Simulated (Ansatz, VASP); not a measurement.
Two plane-wave programs on Al5O3

```xyz
8
Lattice="3.1501 0.0000 0.0000 0.0000 3.1501 0.0000 0.0000 0.0000 11.0402" Properties=species:S:1:pos:R:3 pbc="T T T"
Al    0.0000    0.0000    2.7601
Al    0.0000    0.0000    8.2802
Al    0.0000    0.0000    0.0000
Al    1.5750    1.5750    4.1401
Al    1.5750    1.5750    6.9001
O     1.5750    1.5750    1.3800
O     1.5750    1.5750    9.6602
O     0.0000    0.0000    5.5201
```

Change from the starting cell: species swapped into the Ti3Pd5 type (P4/mmm, No. 123).

Alike in both runs: task single point; functional PBE; k mesh 6 × 6 × 2; occupations gaussian, width 0.1 eV; no spin polarisation.

|  | VASP | Ansatz |
| --- | --- | --- |
| version | VASP 6.6.1 | Ansatz 0.2.0 |
| potentials or method | VASP PAW PBE potentials, release 64 (Al, O), cutoff 520 eV | scalar-relativistic, plane waves, PAW |
| valence electrons in the cell | 33 | 33 |

Ansatz gave:

| Item | Value |
| --- | --- |
| gap on the k mesh at the Fermi level (eV) | none |
| pressure (GPa) | -9.9 |
| traceless stress, the component that is largest in VASP (GPa) | 12.13 |
| rms of the force components (eV/Å) | 0.516 |

Estimate VASP's values.

gap on the k mesh at the Fermi level (eV): none; pressure (GPa): -10.1; traceless stress, the component that is largest in VASP (GPa): 12.10; rms of the force components (eV/Å): 0.516.

Atom by atom the forces differ by 0.000 eV/Å (rms over components). A gap of «none» marks a metal or a gap that the smearing closes.
